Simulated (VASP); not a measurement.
# Si16B (a cell with a defect) in VASP: relaxation of the atoms with LDA

Aim: the relaxation of the atoms of Si16B (a cell with a defect) with LDA.

Everything below comes from runs of VASP 6.6.1. Logs are shortened: lines on timing, memory, paths and dates and some standing lists are left out, and cuts for length are marked.

## 1. The cell of the first run

The cell holds a defect, 17 atoms: a = 7.679 Å, b = 7.679 Å, c = 7.679 Å, α = 60.00°, β = 60.00°, γ = 60.00°.

## 2. Relaxation of the atoms, LDA, collinear spin

The input, INCAR:

```
PREC     = Accurate       # precision mode
ENCUT    = 520            # plane-wave cutoff, eV
EDIFF    = 1E-6           # SCF threshold, eV
ISMEAR   = -1             # smearing method
SIGMA    = 0.05           # smearing width, eV
LREAL    = Auto         
LASPH    = T              # aspherical terms in the spheres
NELM     = 150            # most SCF steps
ALGO     = Normal         # electronic algorithm
ISIF     = 2              # what is computed and relaxed
LWAVE    = F              # write WAVECAR
LCHARG   = F              # write CHGCAR
ISPIN    = 2              # spin polarisation
MAGMOM   = 0 0 0 0 0 0 0 0 0 0 0 0 0 0 0 0 1 # initial moments
LORBIT   = 11             # projections on sites
GGA      = CA             # functional
IBRION   = 2              # ionic algorithm
NSW      = 45             # ionic steps
EDIFFG   = -0.08          # ionic threshold
KPAR     = 2
```

The input, KPOINTS:

```
Automatic mesh
0
Gamma
  2 2 2
```

The input, POSCAR:

```
Si16B
1.0
    0.0000000000      5.4300000000      5.4300000000
    5.4300000000      0.0000000000      5.4300000000
    5.4300000000      5.4300000000      0.0000000000
Si B
16 1
Direct
    0.0000000000      0.0000000000      0.0000000000
    0.1250000000      0.1250000000      0.1250000000
    0.0000000000      0.0000000000      0.5000000000
    0.1250000000      0.1250000000      0.6250000000
    0.0000000000      0.5000000000      0.0000000000
    0.1250000000      0.6250000000      0.1250000000
    0.0000000000      0.5000000000      0.5000000000
    0.1250000000      0.6250000000      0.6250000000
    0.5000000000      0.0000000000      0.0000000000
    0.6250000000      0.1250000000      0.1250000000
    0.5000000000      0.0000000000      0.5000000000
    0.6250000000      0.1250000000      0.6250000000
    0.5000000000      0.5000000000      0.0000000000
    0.6250000000      0.6250000000      0.1250000000
    0.5000000000      0.5000000000      0.5000000000
    0.6250000000      0.6250000000      0.6250000000
    0.7414090000      0.7461874000      0.7521137000
```

Potentials or basis: VASP PAW LDA potentials, release 64 (Si, B).

Launch:

```
$ cat potpaw_LDA.64/Si/POTCAR potpaw_LDA.64/B/POTCAR > POTCAR
$ mpirun -np 4 vasp_std > vasp.out
```

OUTCAR:

```text
PREC = Accurate
   ENCUT = 520
   EDIFF = 1E-6
   ISMEAR = -1
   LREAL = Auto
   LASPH = T
   NELM = 150
   ISIF = 2
   ISPIN = 2
   LORBIT = 11
   GGA = CA
   IBRION = 2
   NSW = 45
   EDIFFG = -0.08

 ion  position               nearest neighbor table
   1  0.000  0.000  0.000-   2 2.35   4 2.35   6 2.35  10 2.35
   2  0.125  0.125  0.125-   1 2.35   3 2.35   5 2.35   9 2.35
   3  0.000  0.000  0.500-   2 2.35   4 2.35   8 2.35  12 2.35
   4  0.125  0.125  0.625-   1 2.35   3 2.35   7 2.35  11 2.35
   5  0.000  0.500  0.000-   2 2.35   6 2.35   8 2.35  14 2.35
   6  0.125  0.625  0.125-   1 2.35   5 2.35   7 2.35  13 2.35
   7  0.000  0.500  0.500-   4 2.35   6 2.35   8 2.35  16 2.35
   8  0.125  0.625  0.625-   3 2.35   5 2.35   7 2.35  15 2.35  17 2.41
   9  0.500  0.000  0.000-   2 2.35  10 2.35  12 2.35  14 2.35
  10  0.625  0.125  0.125-   1 2.35   9 2.35  11 2.35  13 2.35
  11  0.500  0.000  0.500-   4 2.35  10 2.35  12 2.35  16 2.35
  12  0.625  0.125  0.625-   3 2.35   9 2.35  11 2.35  15 2.35  17 2.38
  13  0.500  0.500  0.000-   6 2.35  10 2.35  14 2.35  16 2.35  17 2.65
  14  0.625  0.625  0.125-  17 2.34   9 2.35  13 2.35  15 2.35   5 2.35
  15  0.500  0.500  0.500-   8 2.35  12 2.35  14 2.35  16 2.35
  16  0.625  0.625  0.625-  17 2.29  11 2.35  13 2.35  15 2.35   7 2.35
  17  0.741  0.746  0.752-  16 2.29  14 2.34  12 2.38   8 2.41  13 2.65

  LATTYP: Found a face centered cubic cell.
 ALAT       =    10.8600000000

  Lattice vectors:

 A1 = (   0.0000000000,   5.4300000000,   5.4300000000)
 A2 = (   5.4300000000,   0.0000000000,   5.4300000000)
 A3 = (   5.4300000000,   5.4300000000,   0.0000000000)

Analysis of symmetry for initial positions (statically):
=====================================================================
 Subroutine PRICEL returns:
 Original cell was already a primitive cell.

 Routine SETGRP: Setting up the symmetry group for a
 face centered cubic supercell.

 Subroutine GETGRP returns: Found  1 space group operations
 (whereof  1 operations were pure point group operations)
 out of a pool of 48 trial point group operations.

The static configuration has the point symmetry C_1 .

Analysis of symmetry for dynamics (positions and initial velocities):
=====================================================================
 Subroutine PRICEL returns:
 Original cell was already a primitive cell.

 Routine SETGRP: Setting up the symmetry group for a
 face centered cubic supercell.

 Subroutine GETGRP returns: Found  1 space group operations
 (whereof  1 operations were pure point group operations)
 out of a pool of 48 trial point group operations.

The dynamic configuration has the point symmetry C_1 .

Analysis of structural, dynamic, and magnetic symmetry:
=====================================================================
 Subroutine PRICEL returns:
 Original cell was already a primitive cell.

 Routine SETGRP: Setting up the symmetry group for a
 face centered cubic supercell.

 Subroutine GETGRP returns: Found  1 space group operations
 (whereof  1 operations were pure point group operations)
 out of a pool of 48 trial point group operations.

The overall configuration has the point symmetry C_1 .

 Subroutine INISYM returns: Found  1 space group operations
 (whereof  1 operations are pure point group operations),
 and found     1 'primitive' translations

----------------------------------------------------------------------------------------

                                     Primitive cell

  volume of cell :     320.2060

  direct lattice vectors                    reciprocal lattice vectors
     0.000000000  5.430000000  5.430000000    -0.092081031  0.092081031  0.092081031
     5.430000000  0.000000000  5.430000000     0.092081031 -0.092081031  0.092081031
     5.430000000  5.430000000  0.000000000     0.092081031  0.092081031 -0.092081031

  length of vectors
     7.679179644  7.679179644  7.679179644     0.159489025  0.159489025  0.159489025

  position of ions in fractional coordinates (direct lattice)
     0.000000000  0.000000000  0.000000000
     0.125000000  0.125000000  0.125000000
     0.000000000  0.000000000  0.500000000
[... 49 lines left out ...]

  Length of vectors
     0.079744512  0.079744512  0.079744512

  Shift w.r.t. Gamma in fractional coordinates (k-lattice)
     0.000000000  0.000000000  0.000000000

 Subroutine IBZKPT returns following result:
 ===========================================

 Found      8 irreducible k-points:

 Following reciprocal coordinates:
            Coordinates               Weight
  0.000000  0.000000  0.000000      1.000000
  0.500000  0.000000  0.000000      1.000000
  0.000000  0.500000  0.000000      1.000000
  0.000000  0.000000  0.500000      1.000000
  0.500000  0.500000  0.500000      1.000000
  0.500000  0.500000  0.000000      1.000000
  0.000000  0.500000  0.500000      1.000000
  0.500000  0.000000  0.500000      1.000000
   k-points           NKPTS =      8   k-points in BZ     NKDIM =      8   number of bands    NBANDS=     44
   number of dos      NEDOS =    301   number of ions     NIONS =     17
   total plane-waves  NPLWV = 216000
   dimension x,y,z NGX =    60 NGY =   60 NGZ =   60
   dimension x,y,z NGXF=   120 NGYF=  120 NGZF=  120
   ions per type =              16   1
   NGX,Y,Z   is equivalent  to a cutoff of  12.99, 12.99, 12.99 a.u.
   NGXF,Y,Z  is equivalent  to a cutoff of  25.98, 25.98, 25.98 a.u.
 SYSTEM =  unknown system
   PREC   = accura    normal or accurate (medium, high low for compatibility)
   ISTART =      0    job   : 0-new  1-cont  2-samecut
   ICHARG =      2    charge: 1-file 2-atom 10-const
   ISPIN  =      2    spin polarized calculation?
   LNONCOLLINEAR =      F non collinear calculations
   LSORBIT =      F    spin-orbit coupling
   LASPH  =      T    aspherical Exc in radial PAW
   ENCUT  =  520.0 eV  38.22 Ry    6.18 a.u.  14.28 14.28 14.28*2*pi/ulx,y,z
   NELM   =    150;   NELMIN=  2; NELMDL= -5     # of ELM steps
   EDIFF  = 0.1E-05   stopping-criterion for ELM
   LREAL  =      T    real-space projection
   EDIFFG = -.8E-01   stopping-criterion for IOM
   NSW    =     45    number of steps for IOM
   IBRION =      2    ionic relax: 0-MD 1-quasi-New 2-CG
   NFREE  =      1    steps in history (QN), initial steepest desc. (CG)
   ISIF   =      2    stress and relaxation
   ISYM   =      2    0-nonsym 1-usesym 2-fastsym
   POTIM  = 0.5000    time-step for ionic-motion
   TEBEG  =    0.0;   TEEND  =   0.0 temperature during run
   PSTRESS=    0.0 pullay stress
   NELECT =      67.0000    total number of electrons
   NUPDOWN=      -1.0000    fix difference up-down
   EMIN   =  10.00;   EMAX   =-10.00  energy-range for DOS
   EFERMI =   0.00;   METHOD = LEGACY
   ISMEAR =    -1;   SIGMA  =   0.05  broadening in eV -4-tet -1-fermi 0-gaus
   EFERMI_NEDOS =   21; number of points for ismear=-14 and -15
   IALGO  =     38    algorithm
   IMIX   =      4    mixing-type and parameters
     AMIX     =   0.40;   BMIX     =  1.00
     AMIX_MAG =   1.60;   BMIX_MAG =  1.00
  volume/ion in A,a.u.               =      18.84       127.11
  Fermi-wavevector in a.u.,A,eV,Ry     =   0.971904  1.836632 12.852022  0.944597
  Thomas-Fermi vector in A             =   2.102159
   LORBIT       =     11    0 simple, 1 ext, 2 COOP (PROOUT), +10 PAW based schemes
   GGA     = CA    functional components
   LHFCALC =     F    Hartree Fock is set to
   AEXX    =    0.0000 exact exchange contribution
   IVDW    =     0    specifies the selected vdW correction
   LEPSILON=     F    determine dielectric tensor
   LRPA    =     F    only Hartree local field effects (RPA)
 conjugate gradient relaxation of ions
 spin polarized calculation
  energy-cutoff  :      520.00
  volume of cell :      320.21
 maximum number of plane-waves:      8646
 NGX is ok and might be reduce to    60
   NGX = 29   NGY = 29   NGZ = 29

--------------------------------------- Ionic step        1  -------------------------------------------

 number of electron      67.0000004 magnetization       0.0000803

 number of electron      67.0000004 magnetization      -0.0002395

 Free energy of the ion-electron system (eV)
  ---------------------------------------------------
  ext. energy  EPLUGINS =         0.00000000
  ---------------------------------------------------
  free energy    TOTEN  =       -97.90714715 eV

  energy without entropy =      -97.86751219  energy(sigma->0) =      -97.88732967

------------------------ aborting loop because EDIFF is reached ----------------------------------------

  FORCE on cell =-STRESS in cart. coord.  units (eV):
  Direction    XX          YY          ZZ          XY          YZ          ZX
  --------------------------------------------------------------------------------------
  -------------------------------------------------------------------------------------
  Total       -1.4805294     -1.4778947     -1.4656873     -0.0276873      0.0490704     -0.0020445
  in kB       -7.4079518     -7.3947688     -7.3336876     -0.1385355      0.2455277     -0.0102298
  external PRESSURE =      -7.3788027 kB  Pullay stress =       0.0000000 kB
[... 197 lines left out ...]
 number of electron      67.0000001 magnetization       0.0000001

 number of electron      67.0000001 magnetization      -0.0000000

 Free energy of the ion-electron system (eV)
  ---------------------------------------------------
  ext. energy  EPLUGINS =         0.00000000
  ---------------------------------------------------
  free energy    TOTEN  =       -97.99045271 eV

  energy without entropy =      -97.97093726  energy(sigma->0) =      -97.98069498

 E-fermi :   6.2331     XC(G=0):  -9.7567

 val. band max:        6.1310472080   @ k =   0.5000   0.0000   0.0000
 cond. band min:       6.3258294925   @ k =   0.0000   0.0000   0.0000
 fundamental gap:      0.1947822845
 Fermi energy:         6.2331134969

 spin component 1

 k-point     1 :       0.0000    0.0000    0.0000
  band No.  band energies     occupation
      1      -6.3288      1.00000
      2      -3.9448      1.00000
      3      -3.8830      1.00000
      4      -3.8604      1.00000
      5      -3.8220      1.00000
      6      -2.4705      1.00000
[... 365 lines left out ...]
     43       9.5370      0.00000
     44       9.9058      0.00000
 Fermi energy:         6.2331134969

 spin component 2

 k-point     1 :       0.0000    0.0000    0.0000
  band No.  band energies     occupation
      1      -6.3288      1.00000
      2      -3.9448      1.00000
      3      -3.8830      1.00000
      4      -3.8604      1.00000
      5      -3.8220      1.00000
      6      -2.4705      1.00000
[... 409 lines left out ...]
  FREE ENERGIE OF THE ION-ELECTRON SYSTEM (eV)
  ---------------------------------------------------
  free  energy   TOTEN  =       -97.9904527077 eV

  energy  without entropy=      -97.9709372601  energy(sigma->0) =      -97.98069498

 reached required accuracy - stopping structural energy minimisation

 total charge

# of ion       s       p       d       tot
------------------------------------------
    1        0.747   0.961   0.000   1.708
    2        0.748   0.962   0.000   1.710
    3        0.762   0.943   0.000   1.705
    4        0.749   0.960   0.000   1.709
    5        0.763   0.941   0.000   1.704
    6        0.750   0.959   0.000   1.709
[... 9 lines left out ...]
   16        0.746   0.955   0.000   1.700
   17        0.816   0.777   0.000   1.593
--------------------------------------------------
tot         12.918  15.903   0.000  28.821

 magnetization (x)

# of ion       s       p       d       tot
------------------------------------------
    1       -0.000  -0.000   0.000  -0.000
    2       -0.000   0.000   0.000   0.000
    3       -0.000  -0.000   0.000  -0.000
    4       -0.000  -0.000   0.000  -0.000
    5        0.000   0.000   0.000   0.000
    6        0.000   0.000   0.000   0.000
[... 9 lines left out ...]
   16       -0.000  -0.000   0.000  -0.000
   17        0.000   0.000   0.000   0.000
--------------------------------------------------
tot         -0.000   0.000   0.000  -0.000
```

Run time: 4 min. Hardware: 4 MPI ranks of Intel Xeon Platinum 8488C (Sapphire Rapids), shared host; peak memory 0.34 GiB.

Results:

```yaml
Free_energy: -97.9905 eV
Energy_gained_by_relaxing: 4.9 meV/atom
Ionic_steps: 5
Pressure_after_relaxing: -0.4 GPa
Largest_force_after_relaxing: 0.049 eV/Å
Net_moment: 0.00 μB per cell
Valence_electrons_inside_the_program's_atomic_spheres: Si 1.71, 1.70, 1.68 (each value once); B 1.59
```

Forces on the atoms (eV/Å):
```
Si  -0.001 -0.002 -0.003
Si  -0.006 -0.005 -0.004
Si   0.001  0.007  0.027
Si   0.008  0.012 -0.001
Si   0.001  0.033  0.010
Si   0.009 -0.002  0.019
Si  -0.029  0.001  0.004
Si  -0.002  0.001  0.004
Si   0.036  0.005  0.008
Si  -0.005  0.014  0.021
Si  -0.003 -0.031  0.001
Si  -0.002  0.002  0.007
Si  -0.003 -0.002 -0.028
Si   0.006  0.012  0.001
Si  -0.012 -0.022 -0.042
Si  -0.022 -0.016 -0.009
B    0.023 -0.004 -0.015
```

The path:
| step | energy change (eV) | largest force (eV/Å) | pressure (GPa) |
| --- | --- | --- | --- |
| 1 | 0.0000 | 0.6303 | -0.74 |
| 2 | -0.0587 | 0.2890 | -0.58 |
| 3 | -0.0776 | 0.1611 | -0.37 |
| 4 | -0.0778 | 0.1601 | -0.39 |
| 5 | -0.0833 | 0.0494 | -0.40 |

Final structure:
```
Si B
1.0
     0.00000    5.43000    5.43000
     5.43000    0.00000    5.43000
     5.43000    5.43000    0.00000
Si B
16 1
Direct
  0.00038 0.00018 0.99991
  0.12529 0.12543 0.12565
  0.00222 0.00180 0.49790
  0.12511 0.12524 0.62385
  0.00249 0.49781 0.00155
  0.12502 0.62394 0.12535
  0.00283 0.49790 0.49806
  0.11522 0.62858 0.62834
  0.49777 0.00227 0.00172
  0.62395 0.12510 0.12531
  0.49790 0.00258 0.49818
  0.62878 0.11517 0.62831
  0.49805 0.49819 0.00224
  0.62871 0.62847 0.11543
  0.49945 0.49961 0.50002
  0.62827 0.62793 0.62741
  0.73999 0.74598 0.75288
```

Caveat: the k points lie up to 0.50 Å⁻¹ apart; the relaxation stopped at a loose force limit of 0.08 eV/Å, so its end isn't a converged minimum.
